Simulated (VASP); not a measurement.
S: single point with PBE

The system is S.

```
CELL_PARAMETERS angstrom
-2.55669 2.55669 1.16784
2.55669 -2.55669 1.16784
2.55669 2.55669 -1.16784
ATOMIC_POSITIONS crystal
S 0.62500 0.87500 0.75000
S 0.37500 0.12500 0.25000
```

| Property | Result |
| --- | --- |
| Program | VASP 6.6.1 |
| Task | single point |
| Functional | PBE |
| Potentials or basis | VASP PAW PBE potentials, release 64 (S) |
| Cutoff | 520 eV |
| k mesh | 17 × 17 × 17 |
| Occupations | fermi-dirac, width 0.1 eV |
| Spin | no spin polarisation |
| Dipole correction | no |
| Further INCAR settings | ALGO = Normal; EDIFF = 1e-07; NBANDS = 13 |

```
Pressure               : 14.3 GPa
Band gap on the k mesh : zero (bands 6 and 7 overlap by 4.36 eV)
```

Stress tensor (GPa, compression positive):
```
14.42  0.00  0.00
 0.00 14.42  0.00
 0.00  0.00 14.15
```

Levels at points of the mesh, in eV from the Fermi level:
| k point | band 3 | band 4 | band 5 | band 6 | band 7 | band 8 | band 9 | band 10 |
| --- | --- | --- | --- | --- | --- | --- | --- | --- |
| (0.00, 0.00, 0.00) | -6.55 | -6.55 | 0.62 | 0.62 | 1.90 | 5.24 | 5.42 | 7.08 |

Wall time 2.8 min on 1 thread of Intel Xeon 8259CL, on a shared host, peak memory 0.24 GiB.

Caveat: the cell stands under pressure.
